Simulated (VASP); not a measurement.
A run of VASP 6.6.1 is set up as follows.

INCAR

```
PREC = Accurate
ENCUT = 600
EDIFF = 1E-7
ISMEAR = -1
SIGMA = 0.05
LREAL = F
LASPH = T
NELM = 100
ALGO = Normal
ISIF = 4
LWAVE = F
LCHARG = F
GGA = PE
IBRION = 2
NSW = 50
EDIFFG = -0.005
```

File KPOINTS:

```
regular mesh
0
Gamma
  15 15 14
```

The input POSCAR:

```
Nb
1.0
    2.3467502991      0.0000000000      0.0000000000
   -1.1733751495      2.0323453753      0.0000000000
    0.0000000000      0.0000000000      2.2327856418
Nb
1
Direct
    0.0000000000      0.0000000000      0.0000000000
```

Potentials or basis: VASP PAW PBE potentials, release 64 (Nb_sv).

Run with:

```sh
$ cat potpaw_PBE.64/Nb_sv/POTCAR > POTCAR
$ mpirun -np 1 vasp_std > vasp.out
```

(1) What does it give for the band gap on the k mesh?

Answers

(1) zero (an odd number of electrons rules out a gap without spin polarisation).
